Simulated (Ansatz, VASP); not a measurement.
# Two plane-wave programs on SnPb2O3

```xyz
12
Lattice="3.9907 0.0000 0.0000 0.0000 3.9907 0.0000 0.0000 0.0000 16.1696" Properties=species:S:1:pos:R:3 pbc="T T T"
Sn    0.0000    1.9953   11.9859
Sn    1.9953    0.0000    4.1837
Pb    0.0000    1.9953    1.2133
Pb    0.0000    1.9953    6.5206
Pb    1.9953    0.0000   14.9563
Pb    1.9953    0.0000    9.6490
O     0.0000    0.0000   10.8704
O     0.0000    0.0000    0.0000
O     0.0000    0.0000    5.2992
O     1.9953    1.9953   10.8704
O     1.9953    1.9953    0.0000
O     1.9953    1.9953    5.2992
```

Alike in both runs: functional PBE; k mesh 4 × 4 × 1; occupations gaussian, width 0.1 eV; no spin polarisation.

Ansatz relaxed the structure, and its values are those at the end. VASP's run is a single point on that final structure, the one shown.

```csv
,VASP,Ansatz
version,VASP 6.6.1,Ansatz 0.2.0
potentials or method,"VASP PAW PBE potentials, release 64 (Sn_d, Pb_d, O), cutoff 520 eV","scalar-relativistic, plane waves, PAW"
valence electrons in the cell,120,120
```

|  | VASP | Ansatz | Ansatz less VASP |
| --- | --- | --- | --- |
| gap on the k mesh at the Fermi level (eV) | 1.08 | 1.08 | -0.003 |
| least direct gap on the mesh (eV) | 1.15 | 1.18 | +0.025 |
| pressure (GPa) | 0.1 | 0.0 | -0.08 |
| rms of the force components (eV/Å) | 0.012 | 0.010 | -0.0019 |

With one functional, cell and mesh, what is left measures potentials, basis and numerics.

Neither program's run includes spin-orbit coupling.
